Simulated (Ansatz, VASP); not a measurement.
In3BiSb2 in VASP and in Ansatz

The input INCAR:

```
ALGO     = Normal         # electronic algorithm
EDIFF    = 1E-6           # SCF threshold, eV
ENCUT    = 520            # plane-wave cutoff, eV
GGA      = PE             # functional
ISIF     = 2              # what is computed and relaxed
ISMEAR   = -1             # smearing method
LASPH    = T              # aspherical terms in the spheres
LCHARG   = F              # write CHGCAR
LREAL    = F              # projectors in reciprocal space
LWAVE    = F              # write WAVECAR
NBANDS   = 41             # bands
NELM     = 100            # most SCF steps
PREC     = Accurate       # precision mode
SIGMA    = 0.02           # smearing width, eV
```

File KPOINTS:

```
k-points
0
Gamma
  6 6 2
```

POSCAR

```
In3BiSb2
1.0
    4.7451397436      0.0000000000      0.0000000000
   -2.3725698718      4.1094115625      0.0000000000
    0.0000000000      0.0000000000     11.6145560727
Sb Bi In
2 1 3
Direct
    0.0000000000      0.0000000000      0.0029669446
    0.3333333333      0.6666666667      0.3312241563
    0.6666666667      0.3333333333      0.6656474557
    0.3333333333      0.6666666667      0.0833708467
    0.6666666667      0.3333333333      0.4112629399
    0.0000000000      0.0000000000      0.7555276568
```

Input for Ansatz:

```yaml
crystal:
  lattice:
    - [4.7451397436, 0.0, 0.0]
    - [-2.3725698718, 4.1094115625, 0.0]
    - [0.0, 0.0, 11.6145560727]
  atoms:
    - { symbol: Sb, position: [0.0, 0.0, 0.0029669446] }
    - { symbol: Sb, position: [0.3333333333, 0.6666666667, 0.3312241563] }
    - { symbol: Bi, position: [0.6666666667, 0.3333333333, 0.6656474557] }
    - { symbol: In, position: [0.3333333333, 0.6666666667, 0.0833708467] }
    - { symbol: In, position: [0.6666666667, 0.3333333333, 0.4112629399] }
    - { symbol: In, position: [0.0, 0.0, 0.7555276568] }
kpoints:
  mp_grid: { grid: [6, 6, 2] }
hamiltonian:
  xc: pbe
scf:
  occupations: { method: fermi_dirac, width: 0.02 }
  n_extra_bands: 5
output:
  forces: true
  stress: true
  eigenvalues: true
```

Alike in both runs: task single point; functional PBE; k mesh 6 × 6 × 2; occupations fermi-dirac, width 0.02 eV; no spin polarisation.

|  | VASP | Ansatz |
| --- | --- | --- |
| version | VASP 6.6.1 | Ansatz 0.2.0 |
| potentials or method | VASP PAW PBE potentials, release 64 (Sb, Bi_d, In_d) | plane waves, PAW |
| plane-wave cutoff (eV) | 520 | 420 |
| valence electrons in the cell | 64 | 84 |

```tsv
	VASP	Ansatz	Ansatz less VASP
pressure (GPa)	0.0	0.0	+0.02
```

With one functional, cell and mesh, what is left measures potentials, basis and numerics. VASP's potentials hold 64 valence electrons a cell and Ansatz's 84, so a difference there can come from the potentials and not from the codes.

Neither program's run includes spin-orbit coupling.
